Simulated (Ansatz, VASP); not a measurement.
## Two plane-wave programs on HfC

```xyz
2
Lattice="0.0000 2.4471 2.3250 2.4471 0.0000 2.3250 2.4471 2.4471 0.0000" Properties=species:S:1:pos:R:3 pbc="T T T"
Hf    2.4471    2.4471    2.3250
C     0.0000    0.0000    0.0000
```

Change from the starting cell: strain +0.0525 x Voigt [1, 1, 0, 0, 0, 0], atoms carried along.

Alike in both runs: task single point; functional PBEsol; k mesh 18 × 18 × 18; occupations gaussian, width 0.15 eV; no spin polarisation.

|  | VASP | Ansatz |
| --- | --- | --- |
| version | VASP 6.6.1 | Ansatz 0.2.0 |
| potentials or method | VASP PAW PBE potentials, release 64 (Hf_pv, C), cutoff 520 eV | scalar-relativistic, plane waves, PAW |
| valence electrons in the cell | 14 | 30 |

```csv
,VASP,Ansatz,Ansatz less VASP
gap on the k mesh at the Fermi level (eV),none,none,-
pressure (GPa),-24.7,-24.0,+0.69
"traceless stress, the component that is largest in VASP (GPa)",8.84,8.77,-0.067
```

VASP's potentials were made for PBE, not for PBEsol. A gap of «none» marks a metal or a gap that the smearing closes. VASP's potentials hold 14 valence electrons a cell and Ansatz's 30, so a difference there can come from the potentials and not from the codes.

Neither program's run includes spin-orbit coupling.
